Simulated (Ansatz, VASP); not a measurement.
Two plane-wave programs on Si2C

```
CELL_PARAMETERS angstrom
4.04221 0.00000 0.00000
-2.02110 3.50065 0.00000
0.00000 0.00000 7.17084
ATOMIC_POSITIONS crystal
Si 0.33333 0.66667 0.73504
Si 0.33333 0.66667 0.26496
Si 0.66667 0.33333 0.73504
Si 0.66667 0.33333 0.26496
C 0.33333 0.66667 0.00000
C 0.66667 0.33333 0.00000
```

Alike in both runs: functional PBE; k mesh 6 × 6 × 4; occupations gaussian, width 0.1 eV; no spin polarisation.

Ansatz relaxed the structure, and its values are those at the end. VASP's run is a single point on that final structure, the one shown.

|  | VASP | Ansatz |
| --- | --- | --- |
| version | VASP 6.6.1 | Ansatz 0.2.0 |
| potentials or method | VASP PAW PBE potentials, release 64 (Si, C), cutoff 520 eV | scalar-relativistic, plane waves, PAW |
| valence electrons in the cell | 24 | 24 |

|  | VASP | Ansatz | Ansatz less VASP |
| --- | --- | --- | --- |
| gap on the k mesh at the Fermi level (eV) | none | none | - |
| pressure (GPa) | -0.1 | 0.0 | +0.08 |
| rms of the force components (eV/Å) | 0.006 | 0.007 | +0.0012 |

A gap of «none» marks a metal or a gap that the smearing closes.
